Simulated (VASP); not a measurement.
Write the native input for VASP 6.6.1 that does the following.

```
Task                   : single point
Functional             : PBEsol
Potentials or basis    : VASP PAW PBE potentials, release 64 (W_sv, C, Al, Cl)
Cutoff                 : 520 eV
k mesh                 : 3 × 3 × 1
Occupations            : fermi-dirac, width 0.05 eV
Spin                   : no spin polarisation
Dipole correction      : no
Further INCAR settings : LREAL = Auto; ALGO = Normal; EDIFF = 1e-07; NBANDS = 100
```

The structure of AlW8C8Cl3 lies in POSCAR:

```
AlW8C8Cl3
1.0
    5.6929600000      0.0000000000      0.0000000000
   -2.8464800000      4.9302480000      0.0000000000
    0.0000000000      0.0000000000     17.1931300000
W C Al Cl
8 8 1 3
Direct
    0.0000000000      0.0000000000      0.0581627662
   -0.0017033538     -0.0150702358      0.2233333896
    0.0000045923      0.4999951321      0.0581627662
   -0.0112001275      0.4837687678      0.2279282481
    0.5000035131      0.0000000000      0.0581627662
    0.4982240338     -0.0108310982      0.2273873344
    0.4999905398      0.4999951321      0.0581627662
    0.4797229937      0.4736881390      0.2228390060
    0.3162262783      0.1543532901      0.1357460800
    0.3036743411      0.1342731644      0.3048019761
    0.3121081247      0.6372498909      0.1428244886
    0.3281881115      0.6538819143      0.2986599880
    0.8681339676      0.1798895309      0.1371652515
    0.8179083087      0.1479438763      0.2976072420
    0.8541721880      0.6751384515      0.1388985019
    0.8240021843      0.6756455253      0.3072448123
    0.6766567066      0.2806552530      0.3801867374
    0.6660893524      0.1665636293      0.4941392289
    1.2159568137      0.5977184109      0.4012532913
    0.7473309214      0.7040010969      0.4054700918
```

These files were run (other wordings do the same):

INCAR

```
PREC     = Accurate       # precision mode
ENCUT    = 520            # plane-wave cutoff, eV
EDIFF    = 1E-7           # SCF threshold, eV
ISMEAR   = -1             # smearing method
SIGMA    = 0.05           # smearing width, eV
LREAL    = Auto         
LASPH    = T              # aspherical terms in the spheres
NELM     = 100            # most SCF steps
ALGO     = Normal         # electronic algorithm
ISIF     = 2              # what is computed and relaxed
LWAVE    = F              # write WAVECAR
LCHARG   = F              # write CHGCAR
GGA      = PS             # functional
NBANDS   = 100            # bands
```

KPOINTS

```
Automatic mesh
0
Gamma
  3 3 1
```

Potentials or basis: VASP PAW PBE potentials, release 64 (W_sv, C, Al, Cl).

Launch:

```console
$ cat potpaw_PBE.64/W_sv/POTCAR potpaw_PBE.64/C/POTCAR potpaw_PBE.64/Al/POTCAR potpaw_PBE.64/Cl/POTCAR > POTCAR
$ mpirun -np 1 vasp_std > vasp.out
```

It gave:

| Item | Value |
| --- | --- |
| Largest force | 2.825 eV/Å |
| Band gap on the k mesh | zero (bands 84 and 85 overlap by 0.50 eV) |

Caveat: the k points lie up to 0.42 Å⁻¹ apart, too coarse for converged energies and pressures of a metal; the atoms stand as in a frame of molecular dynamics; the PAW data sets were made with another functional, which shifts forces and pressure a little; spin-orbit coupling is left out, which moves the levels of the heavy elements.

It took 26 min on 1 thread of Intel Xeon 8259CL, with other jobs on the host, peak memory 0.6 GiB.
